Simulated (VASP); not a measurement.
# Ca2SiN2 (P6/mmm) in VASP: further runs

Ca2SiN2 is run at these levels: PBE; tasks: single point.

Program: VASP 6.6.1. These are calculated values, not measurements. Logs are shortened: lines on timing, memory, paths and dates and some standing lists are left out, and cuts for length are marked.

## 1. The cell of the first run

It takes space group P6/mmm (No. 191, hexagonal). Conventional cell: a = 5.572 Å, b = 5.572 Å, c = 5.114 Å, α = 90.00°, β = 90.00°, γ = 120.00°. Ca (site symmetry -6m2) has 3 Si at 3.22 Å and 3 Ca at 3.22 Å and 6 N at 3.77 Å within 4.2 Å. Within 2.6 Å of Si (site symmetry 6/mmm) lie 2 N at 1.97 Å. Within 1.6 Å of N (site symmetry 6mm) lie 1 N at 1.17 Å.

The cell was generated, and may not be a known phase.

## 2. Single point, PBE

Contents of INCAR:

```
ALGO     = Normal         # electronic algorithm
EDIFF    = 1E-6           # SCF threshold, eV
ENCUT    = 600            # plane-wave cutoff, eV
GGA      = PE             # functional
GGA_COMPAT= False        
ISIF     = 2              # what is computed and relaxed
ISMEAR   = 0              # smearing method
LASPH    = True           # aspherical terms in the spheres
LCHARG   = False          # write CHGCAR
LREAL    = False          # projectors in reciprocal space
LWAVE    = False          # write WAVECAR
NBANDS   = 25             # bands
NELM     = 120            # most SCF steps
PREC     = Accurate       # precision mode
SIGMA    = 0.1            # smearing width, eV
```

Contents of KPOINTS:

```
k-points
0
Gamma
  12 12 8
```

Contents of POSCAR:

```
Ca2SiN2
1.0
    5.5715167113      0.0000000000      0.0000000000
   -2.7857583556      4.8250750096      0.0000000000
    0.0000000000      0.0000000000      5.1141389997
Ca Si N
2 1 2
Direct
    0.3333333333      0.6666666667      0.5000000000
    0.6666666667      0.3333333333      0.5000000000
    0.0000000000      0.0000000000      0.5000000000
    0.0000000000      0.0000000000      0.1147204123
    0.0000000000      0.0000000000      0.8852795877
```

Potentials or basis: VASP PAW PBE potentials, release 64 (Ca_sv, Si, N).

Run with:

```
> cat potpaw_PBE.64/Ca_sv/POTCAR potpaw_PBE.64/Si/POTCAR potpaw_PBE.64/N/POTCAR > POTCAR
> mpirun -np 1 vasp_std > vasp.out
```

OUTCAR:

```text
EDIFF = 1E-6
   ENCUT = 600
   GGA = PE
   ISIF = 2
   ISMEAR = 0
   LASPH = True
   LREAL = False
   NELM = 120
   PREC = Accurate

 ion  position               nearest neighbor table
   1  0.333  0.667  0.500-
   2  0.667  0.333  0.500-
   3  0.000  0.000  0.500-   4 1.97   5 1.97
   4  0.000  0.000  0.115-   5 1.17   3 1.97
   5  0.000  0.000  0.885-   4 1.17   3 1.97

  LATTYP: Found a hexagonal cell.
 ALAT       =     5.5715167113
 C/A-ratio  =     0.9179078633

  Lattice vectors:

 A1 = (   5.5715167113,   0.0000000000,   0.0000000000)
 A2 = (  -2.7857583556,   4.8250750096,   0.0000000000)
 A3 = (   0.0000000000,   0.0000000000,   5.1141389997)

Analysis of symmetry for initial positions (statically):
=====================================================================
 Subroutine PRICEL returns:
 Original cell was already a primitive cell.

 Routine SETGRP: Setting up the symmetry group for a
 hexagonal supercell.

 Subroutine GETGRP returns: Found 24 space group operations
 (whereof 24 operations were pure point group operations)
 out of a pool of 24 trial point group operations.

The static configuration has the point symmetry D_6h.

Analysis of symmetry for dynamics (positions and initial velocities):
=====================================================================
 Subroutine PRICEL returns:
 Original cell was already a primitive cell.

 Routine SETGRP: Setting up the symmetry group for a
 hexagonal supercell.

 Subroutine GETGRP returns: Found 24 space group operations
 (whereof 24 operations were pure point group operations)
 out of a pool of 24 trial point group operations.

The dynamic configuration has the point symmetry D_6h.

 Subroutine INISYM returns: Found 24 space group operations
 (whereof 24 operations are pure point group operations),
 and found     1 'primitive' translations

----------------------------------------------------------------------------------------

                                     Primitive cell

  volume of cell :     137.4833

  direct lattice vectors                    reciprocal lattice vectors
     5.571516711  0.000000000  0.000000000     0.179484340  0.103625332  0.000000000
    -2.785758356  4.825075010  0.000000000     0.000000000  0.207250664  0.000000000
     0.000000000  0.000000000  5.114139000     0.000000000  0.000000000  0.195536336

  length of vectors
     5.571516711  5.571516711  5.114139000     0.207250664  0.207250664  0.195536336

  position of ions in fractional coordinates (direct lattice)
     0.333333333  0.666666667  0.500000000
     0.666666667  0.333333333  0.500000000
     0.000000000  0.000000000  0.500000000
     0.000000000  0.000000000  0.114720412
     0.000000000  0.000000000  0.885279588

  ion indices of the primitive-cell ions
   primitive index   ion index
                 1           1
                 2           2
                 3           3
                 4           4
                 5           5

----------------------------------------------------------------------------------------

 KPOINTS: k-points

Automatic generation of k-mesh.
 Grid dimensions read from file:
 generate k-points for:   12   12    8

 Generating k-lattice:

  Cartesian coordinates                     Fractional coordinates (reciprocal lattice)
     0.014957028  0.008635444  0.000000000     0.083333333  0.000000000  0.000000000
     0.000000000  0.017270889  0.000000000     0.000000000  0.083333333  0.000000000
     0.000000000  0.000000000  0.024442042     0.000000000  0.000000000  0.125000000

  Length of vectors
     0.017270889  0.017270889  0.024442042

  Shift w.r.t. Gamma in fractional coordinates (k-lattice)
     0.000000000  0.000000000  0.000000000

 Subroutine IBZKPT returns following result:
 ===========================================

 Found     95 irreducible k-points:

 Following reciprocal coordinates:
            Coordinates               Weight
  0.000000  0.000000  0.000000      1.000000
  0.083333  0.000000  0.000000      6.000000
  0.166667  0.000000  0.000000      6.000000
  0.250000  0.000000  0.000000      6.000000
  0.333333 -0.000000  0.000000      6.000000
  0.416667  0.000000  0.000000      6.000000
[... 16 lines left out ...]
  0.250000  0.000000  0.125000     12.000000
  0.333333 -0.000000  0.125000     12.000000
 [... further k-points ...]
   k-points           NKPTS =     95   k-points in BZ     NKDIM =     95   number of bands    NBANDS=     25
   number of dos      NEDOS =    301   number of ions     NIONS =      5
   total plane-waves  NPLWV =  96768
   dimension x,y,z NGX =    48 NGY =   48 NGZ =   42
   dimension x,y,z NGXF=    96 NGYF=   96 NGZF=   84
   ions per type =               2   1   2
   NGX,Y,Z   is equivalent  to a cutoff of  14.32, 14.32, 13.65 a.u.
   NGXF,Y,Z  is equivalent  to a cutoff of  28.65, 28.65, 27.31 a.u.
 SYSTEM =  unknown system
   PREC   = accura    normal or accurate (medium, high low for compatibility)
   ISTART =      0    job   : 0-new  1-cont  2-samecut
   ICHARG =      2    charge: 1-file 2-atom 10-const
   ISPIN  =      1    spin polarized calculation?
   LNONCOLLINEAR =      F non collinear calculations
   LSORBIT =      F    spin-orbit coupling
   LASPH  =      T    aspherical Exc in radial PAW
   ENCUT  =  600.0 eV  44.10 Ry    6.64 a.u.  11.13 11.13 10.21*2*pi/ulx,y,z
   NELM   =    120;   NELMIN=  2; NELMDL= -5     # of ELM steps
   EDIFF  = 0.1E-05   stopping-criterion for ELM
   LREAL  =      F    real-space projection
   EDIFFG = 0.1E-04   stopping-criterion for IOM
   NSW    =      0    number of steps for IOM
   IBRION =     -1    ionic relax: 0-MD 1-quasi-New 2-CG
   NFREE  =      0    steps in history (QN), initial steepest desc. (CG)
   ISIF   =      2    stress and relaxation
   ISYM   =      2    0-nonsym 1-usesym 2-fastsym
   POTIM  = 0.5000    time-step for ionic-motion
   TEBEG  =    0.0;   TEEND  =   0.0 temperature during run
   PSTRESS=    0.0 pullay stress
   NELECT =      34.0000    total number of electrons
   NUPDOWN=      -1.0000    fix difference up-down
   EMIN   =  10.00;   EMAX   =-10.00  energy-range for DOS
   EFERMI =   0.00;   METHOD = LEGACY
   ISMEAR =     0;   SIGMA  =   0.10  broadening in eV -4-tet -1-fermi 0-gaus
   EFERMI_NEDOS =   21; number of points for ismear=-14 and -15
   IALGO  =     38    algorithm
   IMIX   =      4    mixing-type and parameters
     AMIX     =   0.40;   BMIX     =  1.00
     AMIX_MAG =   1.60;   BMIX_MAG =  1.00
  volume/ion in A,a.u.               =      27.50       185.56
  Fermi-wavevector in a.u.,A,eV,Ry     =   1.027585  1.941854 14.366815  1.055931
  Thomas-Fermi vector in A             =   2.161538
   LORBIT       =      0    0 simple, 1 ext, 2 COOP (PROOUT), +10 PAW based schemes
   GGA     = PE    functional components
   LHFCALC =     F    Hartree Fock is set to
   AEXX    =    0.0000 exact exchange contribution
   IVDW    =     0    specifies the selected vdW correction
   LEPSILON=     F    determine dielectric tensor
   LRPA    =     F    only Hartree local field effects (RPA)
 non-spin polarized calculation
 Gauss-broadening in eV      SIGMA  =   0.10
  energy-cutoff  :      600.00
  volume of cell :      137.48
 maximum number of plane-waves:      4626
 NGX is ok and might be reduce to    48
   NGX = 23   NGY = 23   NGZ = 21

 number of electron      34.0000004 magnetization

 Free energy of the ion-electron system (eV)
  ---------------------------------------------------
  ext. energy  EPLUGINS =         0.00000000
  ---------------------------------------------------
  free energy    TOTEN  =       -23.62604096 eV

  energy without entropy =      -23.59916075  energy(sigma->0) =      -23.61260085

 E-fermi :   2.6658     XC(G=0):  -7.7676

 val. band max:        2.6621021852   @ k =   0.1667   0.0833   0.0000
 cond. band min:       2.6729922674   @ k =   0.2500   0.1667   0.0000
 fundamental gap:      0.0108900822
 Fermi energy:         2.6657597532

 k-point     1 :       0.0000    0.0000    0.0000
  band No.  band energies     occupation
      1     -39.8183      2.00000
      2     -39.7424      2.00000
      3     -20.9239      2.00000
      4     -20.9239      2.00000
      5     -20.8886      2.00000
      6     -20.8115      2.00000
[... 17 lines left out ...]
     24       4.7439      0.00000
     25       4.9499      0.00000

 k-point     2 :       0.0833    0.0000    0.0000
  band No.  band energies     occupation
      1     -39.8171      2.00000
      2     -39.7436      2.00000
      3     -20.9259      2.00000
      4     -20.9203      2.00000
      5     -20.8874      2.00000
      6     -20.8127      2.00000
[... 17 lines left out ...]
     24       4.7305      0.00000
     25       5.0286      0.00000

 k-point     3 :       0.1667    0.0000    0.0000
  band No.  band energies     occupation
      1     -39.8138      2.00000
      2     -39.7469      2.00000
      3     -20.9315      2.00000
      4     -20.9103      2.00000
      5     -20.8840      2.00000
      6     -20.8160      2.00000
[... 17 lines left out ...]
     24       4.6748      0.00000
     25       5.1826      0.00000

 k-point     4 :       0.2500    0.0000    0.0000
  band No.  band energies     occupation
      1     -39.8087      2.00000
      2     -39.7521      2.00000
      3     -20.9387      2.00000
      4     -20.8955      2.00000
      5     -20.8787      2.00000
      6     -20.8213      2.00000
[... 17 lines left out ...]
     24       4.5511      0.00000
     25       5.1141      0.00000
[... 477 lines left out ...]
 k-point    22 :       0.1667    0.0000    0.1250
  band No.  band energies     occupation
      1     -39.8138      2.00000
      2     -39.7469      2.00000
      3     -20.9314      2.00000
      4     -20.9103      2.00000
      5     -20.8847      2.00000
      6     -20.8164      2.00000
[... 17 lines left out ...]
     24       4.7753      0.00000
     25       5.1404      0.00000

 k-point    23 :       0.2500    0.0000    0.1250
  band No.  band energies     occupation
      1     -39.8087      2.00000
      2     -39.7521      2.00000
      3     -20.9386      2.00000
      4     -20.8954      2.00000
      5     -20.8793      2.00000
      6     -20.8216      2.00000
[... 17 lines left out ...]
     24       4.6692      0.00000
     25       5.0986      0.00000

 k-point    24 :       0.3333   -0.0000    0.1250
  band No.  band energies     occupation
      1     -39.8023      2.00000
      2     -39.7585      2.00000
      3     -20.9456      2.00000
      4     -20.8786      2.00000
      5     -20.8728      2.00000
      6     -20.8281      2.00000
[... 17 lines left out ...]
     24       4.6695      0.00000
     25       5.2218      0.00000

 [... further k-points ...]

------------------------ aborting loop because EDIFF is reached ----------------------------------------

  FORCE on cell =-STRESS in cart. coord.  units (eV):
  Direction    XX          YY          ZZ          XY          YZ          ZX
  --------------------------------------------------------------------------------------
  -------------------------------------------------------------------------------------
  Total       -0.0099357     -0.0099357      0.5275509     -0.0000000     -0.0000000      0.0000000
  in kB       -0.1157868     -0.1157868      6.1478738     -0.0000000     -0.0000000      0.0000000
  external PRESSURE =       1.9721001 kB  Pullay stress =       0.0000000 kB

 VOLUME and BASIS-vectors are now :
 -----------------------------------------------------------------------------
  energy-cutoff  :      600.00
  volume of cell :      137.48
      direct lattice vectors                 reciprocal lattice vectors
     5.571516711  0.000000000  0.000000000     0.179484340  0.103625332  0.000000000
    -2.785758356  4.825075010  0.000000000     0.000000000  0.207250664  0.000000000
     0.000000000  0.000000000  5.114139000     0.000000000  0.000000000  0.195536336

 POSITION                                       TOTAL-FORCE (eV/Angst)
 -----------------------------------------------------------------------------------
     -0.00000      3.21672      2.55707        -0.000000     -0.000000     -0.000000
      2.78576      1.60836      2.55707         0.000000      0.000000      0.000000
      0.00000      0.00000      2.55707         0.000000      0.000000      0.000000
      0.00000      0.00000      0.58670         0.000000      0.000000      0.560186
      0.00000      0.00000      4.52744         0.000000      0.000000     -0.560186
 -----------------------------------------------------------------------------------
    total drift:                               -0.000000      0.000000     -0.000000

  FREE ENERGIE OF THE ION-ELECTRON SYSTEM (eV)
  ---------------------------------------------------
  free  energy   TOTEN  =       -23.6260409638 eV

  energy  without entropy=      -23.5991607453  energy(sigma->0) =      -23.61260085
```

It took 11 min on 1 thread of Oxide Virtual Turin-like, shared host; peak memory 0.53 GiB.

Results:

```
Free energy            : -23.6260 eV
Pressure               : 0.2 GPa
Largest force          : 0.560 eV/Å
Band gap on the k mesh : zero (bands 17 and 18 overlap by 0.86 eV)
```

Forces on the atoms (eV/Å):
```
Ca   0.000  0.000  0.000
Ca   0.000  0.000  0.000
Si   0.000  0.000  0.000
N    0.000  0.000  0.560
N    0.000  0.000 -0.560
```

Stress tensor (GPa, compression positive):
```
-0.01  0.00  0.00
 0.00 -0.01  0.00
 0.00  0.00  0.61
```

Levels at points of the mesh, in eV from the Fermi level:
| k point | band 13 | band 14 | band 15 | band 16 | band 17 | band 18 | band 19 | band 20 | band 21 | band 22 |
| --- | --- | --- | --- | --- | --- | --- | --- | --- | --- | --- |
| (0.00, 0.00, 0.00) | -7.20 | -3.43 | -1.27 | -1.27 | -0.94 | 0.16 | 0.16 | 1.18 | 1.18 | 1.57 |
| (0.50, 0.00, 0.00) | -7.21 | -2.61 | -2.41 | -0.88 | -0.53 | -0.19 | -0.09 | 0.64 | 1.10 | 1.31 |
| (0.00, 0.00, 0.50) | -7.07 | -4.66 | -2.52 | -2.52 | -0.13 | 0.91 | 1.07 | 1.07 | 1.43 | 1.43 |
| (0.50, 0.00, 0.50) | -7.09 | -4.10 | -3.30 | -2.31 | 0.01 | 0.54 | 0.69 | 0.92 | 1.13 | 1.53 |

Caveat: the standard files for N, O and F lose accuracy on very short bonds.

## 3. Single point, PBE, collinear spin, ferromagnetic start

This run uses another cell than the first one, of 26.94 Å³/atom.

Contents of INCAR:

```
SYSTEM = Ca2SiN2
PREC     = Accurate       ! precision mode
ENCUT    = 600            ! plane-wave cutoff, eV
EDIFF    = 1E-6           ! SCF threshold, eV
ISMEAR   = 0              ! smearing method
SIGMA    = 0.1            ! smearing width, eV
LREAL    = .False.        ! projectors in reciprocal space
LASPH    = .True.         ! aspherical terms in the spheres
NELM     = 200            ! most SCF steps
ALGO     = Normal         ! electronic algorithm
ISIF     = 2              ! what is computed and relaxed
LWAVE    = .False.        ! write WAVECAR
LCHARG   = .False.        ! write CHGCAR
ISPIN    = 2              ! spin polarisation
MAGMOM   = 0 0 0 1 1      ! initial moments
LORBIT   = 11             ! projections on sites
GGA      = PE             ! functional
NBANDS   = 29             ! bands
GGA_COMPAT= .False.
```

Contents of KPOINTS:

```
regular mesh
0
Gamma
  6 6 4
  0 0 0
```

Contents of POSCAR:

```
Ca2SiN2
1.0
    5.5012294988      0.0000000000      0.0000000000
   -2.7506147494      4.7642044980      0.0000000000
    0.0000000000      0.0000000000      5.1401488342
Ca Si N
2 1 2
Direct
    0.3333333333      0.6666666667      0.5000000000
    0.6666666667      0.3333333333      0.5000000000
    0.0000000000      0.0000000000      0.5000000000
    0.0000000000      0.0000000000      0.1145804835
    0.0000000000      0.0000000000      0.8854195165
```

Potentials or basis: VASP PAW PBE potentials, release 64 (Ca_sv, Si, N).

Run with:

```
> cat potpaw_PBE.64/Ca_sv/POTCAR potpaw_PBE.64/Si/POTCAR potpaw_PBE.64/N/POTCAR > POTCAR
> mpirun -np 1 vasp_std > vasp.out
```

Wall time 6.9 min (1 thread of Oxide Virtual Turin-like, shared host); peak memory 0.42 GiB.

The run converged. Its results:

```
Free energy                                           : -23.6089 eV
Pressure                                              : 0.4 GPa
Largest force                                         : 0.522 eV/Å
Band gap on the k mesh                                : zero (filled and empty bands overlap)
Net moment                                            : 0.00 μB per cell
Valence electrons inside the program's atomic spheres : Ca 8.15; Si 1.54; N 3.82
```

Forces on the atoms (eV/Å):
```
Ca   0.000  0.000  0.000
Ca   0.000  0.000  0.000
Si   0.000  0.000  0.000
N    0.000  0.000  0.522
N    0.000  0.000 -0.522
```

Stress tensor (GPa, compression positive):
```
0.32 0.00 0.00
0.00 0.32 0.00
0.00 0.00 0.58
```

Levels at points of the mesh, in eV from the Fermi level:
Spin up:
```
           k point  band 13  band 14  band 15  band 16  band 17  band 18  band 19  band 20  band 21  band 22
(0.00, 0.00, 0.00)    -7.08    -3.41    -1.28    -1.28    -0.92     0.19     0.19     1.28     1.28     1.58
(0.50, 0.00, 0.00)    -7.09    -2.61    -2.38    -0.87    -0.47    -0.19    -0.09     0.69     1.18     1.35
(0.00, 0.00, 0.50)    -6.95    -4.71    -2.51    -2.51    -0.08     1.02     1.11     1.11     1.52     1.52
(0.50, 0.00, 0.50)    -6.98    -4.13    -3.30    -2.27     0.04     0.59     0.76     0.95     1.18     1.59
```
Spin down:
| k point | band 15 | band 16 | band 17 | band 18 | band 19 | band 20 |
| --- | --- | --- | --- | --- | --- | --- |
| (0.00, 0.00, 0.00) | -1.28 | -1.28 | -0.92 | 0.19 | 0.19 | 1.28 |
| (0.50, 0.00, 0.00) | -2.38 | -0.87 | -0.47 | -0.19 | -0.09 | 0.69 |
| (0.00, 0.00, 0.50) | -2.51 | -2.51 | -0.08 | 1.02 | 1.11 | 1.11 |
| (0.50, 0.00, 0.50) | -3.30 | -2.27 | 0.04 | 0.59 | 0.76 | 0.95 |

Caveat: the standard files for N, O and F lose accuracy on very short bonds.

The gap in the log of VASP goes by the Fermi energy; the results here count the filled bands.